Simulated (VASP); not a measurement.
Wanted: the native input for a VASP 6.6.1 run.

```yaml
Task: single point
Functional: revPBE
Potentials_or_basis: VASP PAW PBE potentials, release 64 (Ru_pv)
Cutoff: 520 eV
k_mesh: 15 × 15 × 4
Occupations: fermi-dirac, width 0.1 eV
Spin: no spin polarisation
Dipole_correction: no
Further_INCAR_settings: ALGO = Normal; EDIFF = 1e-06; NBANDS = 36
```

The structure of Ru lies in POSCAR:

```
Ru
1.0
    2.7902442405      0.0000000000      0.0000000000
   -1.3951221203      2.4164223950      0.0000000000
    0.0000000000      0.0000000000      8.9575916128
Ru
4
Direct
    0.0000000000      0.0000000000      0.0000000000
    0.0000000000      1.0000000000      0.5000000000
    0.3333333333      0.6666666667      0.2500000000
    0.6666666667      0.3333333333      0.7500000000
```

The input as run:

INCAR

```
PREC     = Accurate       # precision mode
ENCUT    = 520            # plane-wave cutoff, eV
EDIFF    = 1E-6           # SCF threshold, eV
ISMEAR   = -1             # smearing method
SIGMA    = 0.1            # smearing width, eV
LREAL    = F              # projectors in reciprocal space
LASPH    = T              # aspherical terms in the spheres
NELM     = 80             # most SCF steps
ALGO     = Normal         # electronic algorithm
ISIF     = 2              # what is computed and relaxed
LWAVE    = F              # write WAVECAR
LCHARG   = F              # write CHGCAR
GGA      = RE             # functional
NBANDS   = 36             # bands
```

KPOINTS

```
regular mesh
0
Gamma
  15 15 4
```

Potentials or basis: VASP PAW PBE potentials, release 64 (Ru_pv).

The run is started by

```console
$ cat potpaw_PBE.64/Ru_pv/POTCAR > POTCAR
$ mpirun -np 1 vasp_std > vasp.out
```

Results of the run:

```json
{
  "Pressure": "-19.0 GPa",
  "Band gap on the k mesh": "zero (bands 28 and 29 overlap by 2.35 eV)"
}
```

Caveat: the cell stands under tension; the PAW data sets were made with another functional, which shifts forces and pressure a little.

Wall time 120 s on 1 thread of Intel(R) Xeon(R) Platinum 8488C (Sapphire Rapids) (shared host), peak memory 0.26 GiB.
